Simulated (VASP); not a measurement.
Ge2Sb2Se, 5 atoms in the cell. The structure is tetragonal, space group P4/mmm (No. 123). Conventional cell: a = 4.445 Å, b = 4.445 Å, c = 6.246 Å, α = 90.00°, β = 90.00°, γ = 90.00°. Ge (site symmetry 4mm) has 1 Se at 1.87 Å within 2.5 Å. Within 3.9 Å of Sb (site symmetry 4mm) lie 2 Sb at 3.00 to 3.25 Å and 4 Ge at 3.16 Å and 4 Se at 3.48 Å. Se (site symmetry 4/mmm) has 2 Ge at 1.87 Å within 2.5 Å. 

* Program: VASP 6.6.1
* Task: relaxation of cell and atoms
* Functional: PBE
* Potentials or basis: VASP PAW PBE potentials, release 64 (Ge_d, Sb, Se)
* Cutoff: 600 eV
* k mesh: 4 × 4 × 4
* Occupations: gaussian, width 0.1 eV
* Spin: no spin polarisation
* Dipole correction: no
* Further INCAR settings: ALGO = Normal; EDIFF = 1e-06; IBRION = 2; EDIFFG = -0.04; NSW = 90; ISIF = 3

Potentials or basis: VASP PAW PBE potentials, release 64 (Ge_d, Sb, Se).

Launch:

```console
$ cat potpaw_PBE.64/Ge_d/POTCAR potpaw_PBE.64/Sb/POTCAR potpaw_PBE.64/Se/POTCAR > POTCAR
$ mpirun -np 1 vasp_std > vasp.out
```

Hardware: 1 thread of Intel(R) Xeon(R) 6975P-C (Granite Rapids), on a shared host.

Problem. Estimate the wall time of this run.

Solution. It took 21 min on 1 thread of Intel(R) Xeon(R) 6975P-C (Granite Rapids) (shared host), peak memory 0.3 GiB. Counts: scf iterations 504, k points 18, ion steps 67.
